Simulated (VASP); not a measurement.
**MnPt2: single point with PBEsol-based screened hybrid with 25 % exact exchange**

The system is MnPt2.

```
Pt Mn
1.0
     2.85840    0.00000    0.00000
    -1.42920    2.47545    0.00000
     0.00000    0.00000    6.53250
Pt Mn
2 1
Direct
  0.66667 0.33333 0.31621
  0.33333 0.66667 0.68379
  0.00000 0.00000 0.00000
```

| Quantity | Value |
| --- | --- |
| Program | VASP 6.6.1 |
| Task | single point |
| Functional | PBEsol-based screened hybrid with 25 % exact exchange |
| Potentials or basis | VASP PAW PBE potentials, release 64 (Pt, Mn_pv) |
| Cutoff | 520 eV |
| k mesh | 6 × 6 × 2 |
| Occupations | fermi-dirac, width 0.05 eV |
| Spin | collinear spin, ferromagnetic start |
| Starting moments | [0.0, 0.0, 4.0] μB |
| Dipole correction | no |
| Grid for exact exchange (PRECFOCK) | Normal |
| Share of exact exchange | 0.25 |
| Further INCAR settings | ALGO = Normal; EDIFF = 1e-07; NBANDS = 28 |
| Screening parameter | 0.207 1/Å |

```
Pressure                                              : -7.1 GPa
Largest force                                         : 0.214 eV/Å
Net moment                                            : 4.89 μB per cell
Site moments                                          : Pt +0.27; Mn +4.19 μB
Valence electrons inside the program's atomic spheres : Pt 9.34; Mn 11.53
```

Forces on the atoms (eV/Å):
```
Pt   0.000  0.000  0.214
Pt   0.000  0.000 -0.214
Mn   0.000  0.000  0.000
```

Stress tensor (GPa, compression positive):
```
-8.35  0.00  0.00
 0.00 -8.35  0.00
 0.00  0.00 -4.65
```

Levels at points of the mesh, in eV from the Fermi level:
Spin up:
| k point | band 15 | band 16 | band 17 | band 18 | band 19 | band 20 | band 21 | band 22 | band 23 | band 24 |
| --- | --- | --- | --- | --- | --- | --- | --- | --- | --- | --- |
| (0.00, 0.00, 0.00) | -2.96 | -2.95 | -2.95 | -1.78 | -1.78 | -1.46 | -1.46 | 11.27 | 12.13 | 16.33 |
| (0.50, 0.00, 0.00) | -1.30 | -0.98 | -0.41 | -0.20 | 1.58 | 2.12 | 2.36 | 6.43 | 6.84 | 9.60 |
| (0.00, 0.00, 0.50) | -3.30 | -3.30 | -2.30 | -2.30 | -0.83 | -0.83 | 0.45 | 6.94 | 15.51 | 16.13 |
| (0.50, 0.00, 0.50) | -1.93 | -1.28 | -0.63 | -0.37 | -0.31 | 1.96 | 3.15 | 5.70 | 9.45 | 10.14 |
Spin down:
| k point | band 13 | band 14 | band 15 | band 16 | band 17 | band 18 |
| --- | --- | --- | --- | --- | --- | --- |
| (0.00, 0.00, 0.00) | -2.24 | -2.24 | -1.20 | -1.20 | 2.53 | 3.34 |
| (0.50, 0.00, 0.00) | 0.33 | 0.39 | 1.59 | 2.30 | 2.97 | 3.18 |
| (0.00, 0.00, 0.50) | -1.99 | -1.61 | -1.61 | 0.67 | 1.94 | 3.40 |
| (0.50, 0.00, 0.50) | -0.21 | 0.32 | 0.42 | 2.38 | 2.63 | 3.85 |

Wall time 53 min on 1 × NVIDIA H100 80GB with 1 thread of AMD EPYC 7R13 Processor (Zen 3) (shared host), peak memory 1.3 GiB.

Caveat: the k points lie up to 0.48 Å⁻¹ apart; the PAW data sets were made with another functional, which shifts forces and pressure a little; spin-orbit coupling is left out, which moves the levels of the heavy elements.
